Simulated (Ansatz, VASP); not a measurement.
## Mg in VASP and in Ansatz

```xyz
1
Lattice="2.9278 0.0000 0.0000 0.0000 2.9278 0.0000 0.0000 0.0000 2.9278" Properties=species:S:1:pos:R:3 pbc="T T T"
Mg    0.0000    0.0000    0.0000
```

Alike in both runs: task relaxation of cell and atoms; functional r2SCAN; k mesh 11 × 11 × 11; occupations fermi-dirac, width 0.1 eV; no spin polarisation.

|  | VASP | Ansatz |
| --- | --- | --- |
| version | VASP 6.6.1 | Ansatz 0.2.0 |
| potentials or method | VASP PAW PBE potentials, release 64 (Mg), cutoff 600 eV | plane waves (500 eV) with PAW, scalar-relativistic |
| valence electrons in the cell | 2 | 10 |

Ansatz gave:

| Item | Value |
| --- | --- |
| relaxed volume (Å³/atom) | 26.83 |
| relaxed cell length with the largest relative difference (Å) | 2.994 |

Problem. Estimate VASP's values.

Solution. Relaxed volume (Å³/atom): 26.69; relaxed cell length with the largest relative difference (Å): 2.988.

VASP's potentials were made for PBE, not for r2SCAN. VASP's potentials hold 2 valence electrons a cell and Ansatz's 10, so a difference there can come from the potentials and not from the codes.
